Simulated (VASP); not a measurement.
Write the native input for VASP 6.6.1 that does the following.

| Property | Result |
| --- | --- |
| Task | single point |
| Functional | r2SCAN |
| Potentials or basis | VASP PAW PBE potentials, release 64 (Nb_sv) |
| Cutoff | 550 eV |
| k mesh | 13 × 13 × 13 |
| Occupations | fermi-dirac, width 0.1 eV |
| Spin | no spin polarisation |
| Dipole correction | no |
| Further INCAR settings | ALGO = Normal; EDIFF = 1e-06; NBANDS = 12 |

Crystal: Nb.

```
CELL_PARAMETERS angstrom
-1.65114 1.65114 1.65114
1.65114 -1.65114 1.65114
1.65114 1.65114 -1.65114
ATOMIC_POSITIONS crystal
Nb 0.00000 0.00000 0.00000
```

These files were run (other wordings do the same):

POSCAR

```
Nb
1.0
   -1.6511377548      1.6511377548      1.6511377548
    1.6511377548     -1.6511377548      1.6511377548
    1.6511377548      1.6511377548     -1.6511377548
Nb
1
Direct
    0.0000000000      0.0000000000      0.0000000000
```

INCAR.step1

```
PREC = Accurate
ENCUT = 550
ISMEAR = -1
SIGMA = 0.1
LREAL = F
LASPH = T
NELM = 120
NBANDS = 12
GGA = PE
ALGO = Normal
EDIFF = 1E-5
LWAVE = T
LCHARG = F
GGA_COMPAT = F
```

INCAR.step2

```
PREC = Accurate
ENCUT = 550
EDIFF = 1E-6
ISMEAR = -1
SIGMA = 0.1
LREAL = F
LASPH = T
NELM = 120
ALGO = Normal
ISIF = 2
LWAVE = F
LCHARG = F
METAGGA = R2SCAN
LMIXTAU = T
NBANDS = 12
ISTART = 1
GGA_COMPAT = F
```

KPOINTS

```
regular mesh
0
Gamma
  13 13 13
```

Potentials or basis: VASP PAW PBE potentials, release 64 (Nb_sv).

Launch:

```sh
$ cat potpaw_PBE.64/Nb_sv/POTCAR > POTCAR
$ cp INCAR.step1 INCAR
$ mpirun -np 1 vasp_std > vasp.out
$ cp INCAR.step2 INCAR
$ mpirun -np 1 vasp_std > vasp.out
```

It gave:

- Pressure: -0.1 GPa
- Band gap on the k mesh: zero (an odd number of electrons rules out a gap without spin polarisation)

Caveat: the PAW data sets were made with another functional, which shifts forces and pressure a little.

It took 51 s on 1 thread of Intel(R) Xeon(R) Platinum 8488C (Sapphire Rapids), with other jobs on the host, peak memory 0.15 GiB.
